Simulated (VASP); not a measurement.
Write the native input for VASP 6.6.1 that does the following.

```yaml
Task: relaxation of cell and atoms
Functional: PBEsol
Potentials_or_basis: VASP PAW PBE potentials, release 64 (Mn_pv)
Cutoff: 500 eV
k_mesh: 13 × 13 × 13
Occupations: fermi-dirac, width 0.1 eV
Spin: no spin polarisation
Dipole_correction: no
Further_INCAR_settings: ALGO = Normal; EDIFF = 1e-07; IBRION = 2; EDIFFG = -0.01; NSW = 80; ISIF = 3
```

The structure of Mn lies in POSCAR:

```
Mn
1.0
    2.3324620846      0.0000000000      0.0000000000
    0.0000000000      2.3324620846      0.0000000000
    0.0000000000      0.0000000000      2.3324620846
Mn
1
Direct
    0.0000000000      0.0000000000      0.0000000000
```

This isn't the form of Mn at room conditions, which is a 58-atom cubic cell.

The input as run:

INCAR

```
ALGO = Normal ; EDIFF = 1E-7
EDIFFG = -0.01 ; ENCUT = 500
GGA = PS ; GGA_COMPAT = False
IBRION = 2 ; ISIF = 3
ISMEAR = -1 ; LASPH = True
LCHARG = False ; LREAL = False
LWAVE = False ; NELM = 120
NELMIN = 4 ; NSW = 80
PREC = Accurate ; SIGMA = 0.1
```

KPOINTS

```
k-points
0
Gamma
  13 13 13
```

Potentials or basis: VASP PAW PBE potentials, release 64 (Mn_pv).

Launch:

```console
$ cat potpaw_PBE.64/Mn_pv/POTCAR > POTCAR
$ mpirun -np 1 vasp_std > vasp.out
```

Results of the run:

- Relaxed volume: 11.46 Å³/atom
- Relaxed cell: a = 2.255 Å, b = 2.255 Å, c = 2.255 Å, α = 90.00°, β = 90.00°, γ = 90.00°
- Space group after relaxing (to 0.1 Å): Pm-3m (No. 221)
- Energy gained by relaxing: 81.4 meV/atom
- Ionic steps: 4
- Pressure after relaxing: -0.1 GPa
- Band gap on the k mesh: zero (an odd number of electrons rules out a gap without spin polarisation)

Caveat: the PAW data sets were made with another functional, which shifts forces and pressure a little; the run has no spin polarisation, though such a crystal can be magnetic.

Run time: 26 s on 1 thread of Intel Xeon 8259CL, on a shared host, peak memory 0.1 GiB.
